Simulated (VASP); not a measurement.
# Ni (P6_3/mmc) in VASP: a series of runs

Aim: see how the results for Ni move with the level of theory and the settings. Levels: PBE, r2SCAN. Tasks: single point.

Everything below comes from runs of VASP 6.6.1. Logs are shortened: lines on timing, memory, paths and dates and some standing lists are left out, and cuts for length are marked.

## (1) The cell of the first run

The structure is hexagonal, space group P6_3/mmc (No. 194). The conventional cell has a = 2.448 Å, b = 2.448 Å, c = 4.073 Å, α = 90.00°, β = 90.00°, γ = 120.00°. Ni (site symmetry -6m2) has 12 Ni at 2.45 to 2.48 Å within 3.2 Å.

## (2) Single point, PBE, collinear spin, zero start

INCAR reads:

```
PREC     = Accurate       # precision mode
ENCUT    = 520            # plane-wave cutoff, eV
EDIFF    = 1E-7           # SCF threshold, eV
ISMEAR   = -1             # smearing method
SIGMA    = 0.05           # smearing width, eV
LREAL    = F              # projectors in reciprocal space
LASPH    = T              # aspherical terms in the spheres
NELM     = 150            # most SCF steps
ALGO     = Normal         # electronic algorithm
ISIF     = 2              # what is computed and relaxed
LWAVE    = F              # write WAVECAR
LCHARG   = F              # write CHGCAR
ISPIN    = 2              # spin polarisation
MAGMOM   = 0 0            # initial moments
LORBIT   = 11             # projections on sites
NUPDOWN  = 0.0            # fixed moment
LMAXMIX  = 4              # l up to which the mixer works
GGA      = PE             # functional
NBANDS   = 21             # bands
```

KPOINTS reads:

```
regular mesh
0
Gamma
  10 10 6
```

POSCAR reads:

```
Ni
1.0
    2.4480228978      0.0000000000      0.0000000000
   -1.2240114489      2.1200500186      0.0000000000
    0.0000000000      0.0000000000      4.0728075700
Ni
2
Direct
    0.6666666667      0.3333333333      0.7500000000
    0.3333333333      0.6666666667      0.2500000000
```

Potentials or basis: VASP PAW PBE potentials, release 64 (Ni).

The run is started by

```sh
> cat potpaw_PBE.64/Ni/POTCAR > POTCAR
> mpirun -np 1 vasp_std > vasp.out
```

OUTCAR:

```text
PREC = Accurate
   ENCUT = 520
   EDIFF = 1E-7
   ISMEAR = -1
   LREAL = F
   LASPH = T
   NELM = 150
   ISIF = 2
   ISPIN = 2
   LORBIT = 11
   NUPDOWN = 0.0
   GGA = PE

 ion  position               nearest neighbor table
   1  0.667  0.333  0.750-   2 2.48   2 2.48   2 2.48   2 2.48   2 2.48   2 2.48
   2  0.333  0.667  0.250-   1 2.48   1 2.48   1 2.48   1 2.48   1 2.48   1 2.48

  LATTYP: Found a hexagonal cell.
 ALAT       =     2.4480228978
 C/A-ratio  =     1.6637130207

  Lattice vectors:

 A1 = (   2.4480228978,   0.0000000000,   0.0000000000)
 A2 = (  -1.2240114489,   2.1200500186,   0.0000000000)
 A3 = (   0.0000000000,   0.0000000000,   4.0728075700)

Analysis of symmetry for initial positions (statically):
=====================================================================
 Subroutine PRICEL returns:
 Original cell was already a primitive cell.

 Routine SETGRP: Setting up the symmetry group for a
 hexagonal supercell.

 Subroutine GETGRP returns: Found 24 space group operations
 (whereof 12 operations were pure point group operations)
 out of a pool of 24 trial point group operations.

The static configuration has the point symmetry D_3d.
 The point group associated with its full space group is D_6h.

Analysis of symmetry for dynamics (positions and initial velocities):
=====================================================================
 Subroutine PRICEL returns:
 Original cell was already a primitive cell.

 Routine SETGRP: Setting up the symmetry group for a
 hexagonal supercell.

 Subroutine GETGRP returns: Found 24 space group operations
 (whereof 12 operations were pure point group operations)
 out of a pool of 24 trial point group operations.

The dynamic configuration has the point symmetry D_3d.
 The point group associated with its full space group is D_6h.

Analysis of structural, dynamic, and magnetic symmetry:
=====================================================================
 Subroutine PRICEL returns:
 Original cell was already a primitive cell.

 Routine SETGRP: Setting up the symmetry group for a
 hexagonal supercell.

 Subroutine GETGRP returns: Found 24 space group operations
 (whereof 12 operations were pure point group operations)
 out of a pool of 24 trial point group operations.

The overall configuration has the point symmetry D_3d.
 The point group associated with its full space group is D_6h.
[... 111 lines left out ...]
   NUPDOWN=       0.0000    fix difference up-down
   EMIN   =  10.00;   EMAX   =-10.00  energy-range for DOS
   EFERMI =   0.00;   METHOD = LEGACY
   ISMEAR =    -1;   SIGMA  =   0.05  broadening in eV -4-tet -1-fermi 0-gaus
   EFERMI_NEDOS =   21; number of points for ismear=-14 and -15
   IALGO  =     38    algorithm
   IMIX   =      4    mixing-type and parameters
     AMIX     =   0.40;   BMIX     =  1.00
     AMIX_MAG =   1.60;   BMIX_MAG =  1.00
  volume/ion in A,a.u.               =      10.57        71.32
  Fermi-wavevector in a.u.,A,eV,Ry     =   1.607187  3.037143 35.144518  2.583049
  Thomas-Fermi vector in A             =   2.703255
   LORBIT       =     11    0 simple, 1 ext, 2 COOP (PROOUT), +10 PAW based schemes
   GGA     = PE    functional components
   LHFCALC =     F    Hartree Fock is set to
   AEXX    =    0.0000 exact exchange contribution
   IVDW    =     0    specifies the selected vdW correction
   LEPSILON=     F    determine dielectric tensor
   LRPA    =     F    only Hartree local field effects (RPA)
 spin polarized calculation
  energy-cutoff  :      520.00
  volume of cell :       21.14
 maximum number of plane-waves:       592
   NGX =  9   NGY =  9   NGZ = 15

 number of electron      19.9999995 magnetization      -0.0000000

 number of electron      19.9999995 magnetization       0.0000000

 Free energy of the ion-electron system (eV)
  ---------------------------------------------------
  ext. energy  EPLUGINS =         0.00000000
  ---------------------------------------------------
  free energy    TOTEN  =       -10.79379706 eV

  energy without entropy =      -10.73391212  energy(sigma->0) =      -10.76385459

 E-fermi :   9.6199     XC(G=0): -13.4244

 val. band max:        9.6123017569   @ k =   0.4000   0.1000   0.0000
 cond. band min:       9.6222811795   @ k =   0.5000  -0.0000   0.0000
 fundamental gap:      0.0099794226
 Fermi energy:         9.6198961019

 spin component 1

 k-point     1 :       0.0000    0.0000    0.0000
  band No.  band energies     occupation
      1       0.5628      1.00000
      2       5.0039      1.00000
      3       7.6154      1.00000
      4       7.7439      1.00000
      5       7.7439      1.00000
      6       8.0170      1.00000
[... 565 lines left out ...]
     20      34.9334      0.00000
     21      38.6967      0.00000

 [... further k-points ...]

 spin component 2

 k-point     1 :       0.0000    0.0000    0.0000
  band No.  band energies     occupation
      1       0.5628      1.00000
      2       5.0039      1.00000
      3       7.6154      1.00000
      4       7.7439      1.00000
      5       7.7439      1.00000
      6       8.0170      1.00000
[... 565 lines left out ...]
     20      34.9334      0.00000
     21      38.6967      0.00000

 [... further k-points ...]
[... 5 lines left out ...]
  --------------------------------------------------------------------------------------
  -------------------------------------------------------------------------------------
  Total        0.8655014      0.8655014      0.6156009     -0.0000000     -0.0000000      0.0000000
  in kB       65.6028797     65.6028797     46.6610300     -0.0000000     -0.0000000      0.0000000
  external PRESSURE =      59.2889298 kB  Pullay stress =       0.0000000 kB

 VOLUME and BASIS-vectors are now :
 -----------------------------------------------------------------------------
  energy-cutoff  :      520.00
  volume of cell :       21.14
      direct lattice vectors                 reciprocal lattice vectors
     2.448022898  0.000000000  0.000000000     0.408492911  0.235843492  0.000000000
    -1.224011449  2.120050019  0.000000000     0.000000000  0.471686984  0.000000000
     0.000000000  0.000000000  4.072807570     0.000000000  0.000000000  0.245530873

 POSITION                                       TOTAL-FORCE (eV/Angst)
 -----------------------------------------------------------------------------------
      1.22401      0.70668      3.05461        -0.000000      0.000000      0.000000
     -0.00000      1.41337      1.01820         0.000000     -0.000000      0.000000
 -----------------------------------------------------------------------------------
    total drift:                               -0.000000      0.000000     -0.000000

  FREE ENERGIE OF THE ION-ELECTRON SYSTEM (eV)
  ---------------------------------------------------
  free  energy   TOTEN  =       -10.7937970611 eV

  energy  without entropy=      -10.7339121188  energy(sigma->0) =      -10.76385459

 total charge

# of ion       s       p       d       tot
------------------------------------------
    1        0.505   0.519   8.343   9.366
    2        0.505   0.519   8.343   9.366
--------------------------------------------------
tot          1.010   1.037  16.685  18.733

 magnetization (x)

# of ion       s       p       d       tot
------------------------------------------
    1       -0.000  -0.000  -0.000  -0.000
    2       -0.000  -0.000  -0.000  -0.000
--------------------------------------------------
tot         -0.000  -0.000  -0.000  -0.000
```

OSZICAR:

```text
N       E                     dE             d eps       ncg     rms          rms(c)
DAV:   1     0.933216477357E+02    0.93322E+02   -0.92171E+03  5160   0.141E+03
DAV:   2    -0.749486664260E+01   -0.10082E+03   -0.92993E+02  4784   0.233E+02
DAV:   3    -0.127947683497E+02   -0.52999E+01   -0.50902E+01  5323   0.607E+01
DAV:   4    -0.128581614981E+02   -0.63393E-01   -0.63316E-01  5482   0.626E+00
DAV:   5    -0.128598801529E+02   -0.17187E-02   -0.17186E-02  5408   0.103E+00    0.141E+01
DAV:   6    -0.114463419667E+02    0.14135E+01   -0.68072E+00  5612   0.563E+01    0.813E+00
DAV:   7    -0.108330448735E+02    0.61330E+00   -0.16489E+00  5492   0.230E+01    0.260E+00
DAV:   8    -0.107975188902E+02    0.35526E-01   -0.12735E-02  7043   0.181E+00    0.718E-01
DAV:   9    -0.107937944752E+02    0.37244E-02   -0.86865E-04  7084   0.333E-01    0.547E-02
DAV:  10    -0.107937953308E+02   -0.85552E-06   -0.67758E-05  5301   0.676E-02    0.323E-02
DAV:  11    -0.107937971574E+02   -0.18267E-05   -0.28030E-06  6824   0.146E-02    0.484E-03
DAV:  12    -0.107937970611E+02    0.96287E-07   -0.37848E-07  5098   0.476E-03
   1 F= -.10793797E+02 E0= -.10763855E+02  d E =-.598849E-01  mag=    -0.0000
```

stdout:

```text
POSCAR found type information on POSCAR Ni
 POSCAR found :  1 types and       2 ions
 scaLAPACK will be used
 LDA part: xc-table for (Slater+PW92), standard interpolation
 POSCAR, INCAR and KPOINTS ok, starting setup
 FFT: planning ... GRIDC
 FFT: planning ... GRID_SOFT
 FFT: planning ... GRID
 WAVECAR not read
 entering main loop
```

Wall time 56 s (1 thread of Intel Xeon Platinum 8259CL at 2.50GHz (Skylake/Cascade Lake), shared host); peak memory 0.15 GiB.

Results:

```yaml
Free_energy: -10.7938 eV
Pressure: 5.9 GPa
Net_moment: 0.00 μB per cell
Valence_electrons_inside_the_program's_atomic_spheres: Ni 9.37
```

Caveat: the total moment is fixed, so each spin has its own Fermi level.

## (3) Single point, r2SCAN, collinear spin, ferromagnetic start

POSCAR is that of step 2.

INCAR.step1 reads:

```
PREC = Accurate
ENCUT = 520
ISMEAR = -1
SIGMA = 0.05
LREAL = F
LASPH = T
NELM = 150
ISPIN = 2
MAGMOM = 1 1
LMAXMIX = 4
NBANDS = 21
GGA = PE
ALGO = Normal
EDIFF = 1E-4
LWAVE = T
LCHARG = F
```

INCAR.step2 reads:

```
PREC = Accurate
ENCUT = 520
EDIFF = 1E-6
ISMEAR = -1
SIGMA = 0.05
LREAL = F
LASPH = T
NELM = 150
ALGO = Normal
ISIF = 2
LWAVE = F
LCHARG = T
ISPIN = 2
MAGMOM = 1 1
LORBIT = 11
LMAXMIX = 4
METAGGA = R2SCAN
LMIXTAU = T
LELF = T
LVHAR = T
NBANDS = 21
ISTART = 1
```

KPOINTS reads:

```
regular mesh
0
Gamma
  7 7 4
```

Potentials or basis: VASP PAW PBE potentials, release 64 (Ni).

The run is started by

```sh
> cat potpaw_PBE.64/Ni/POTCAR > POTCAR
> cp INCAR.step1 INCAR
> mpirun -np 1 vasp_std > vasp.out
> cp INCAR.step2 INCAR
> mpirun -np 1 vasp_std > vasp.out
```

Run time: 1.8 min. Hardware: 1 thread of Intel Xeon Platinum 8259CL at 2.50GHz (Skylake/Cascade Lake), shared host; peak memory 0.15 GiB.

The run converged. Its results:

| Item | Value |
| --- | --- |
| Free energy | -23.8217 eV |
| Pressure | 0.4 GPa |
| Net moment | 1.65 μB per cell |
| Site moments | Ni +0.84 μB |
| Valence electrons inside the program's atomic spheres | Ni 9.40 |

Stress tensor (GPa, compression positive):
```
 1.20  0.00  0.00
 0.00  1.20  0.00
 0.00  0.00 -1.19
```

Levels at points of the mesh, in eV from the Fermi level:
Spin up:
```tsv
k point	band 7	band 8	band 9	band 10	band 11	band 12	band 13	band 14	band 15	band 16
(0.00, 0.00, 0.00)	-2.68	-2.06	-2.06	-1.13	-1.13	-0.63	5.57	23.90	26.28	26.28
(0.00, 0.00, 0.50)	-2.95	-2.95	-1.44	-1.44	-1.44	-1.44	14.62	14.62	24.68	24.68
```
Spin down:
| k point | band 7 | band 8 | band 9 | band 10 | band 11 | band 12 |
| --- | --- | --- | --- | --- | --- | --- |
| (0.00, 0.00, 0.00) | -1.38 | -1.06 | -1.06 | -0.80 | -0.06 | -0.06 |
| (0.00, 0.00, 0.50) | -1.73 | -1.73 | -0.34 | -0.34 | -0.34 | -0.34 |

Caveat: the k points lie up to 0.42 Å⁻¹ apart; the PAW data sets were made with another functional, which shifts forces and pressure a little.
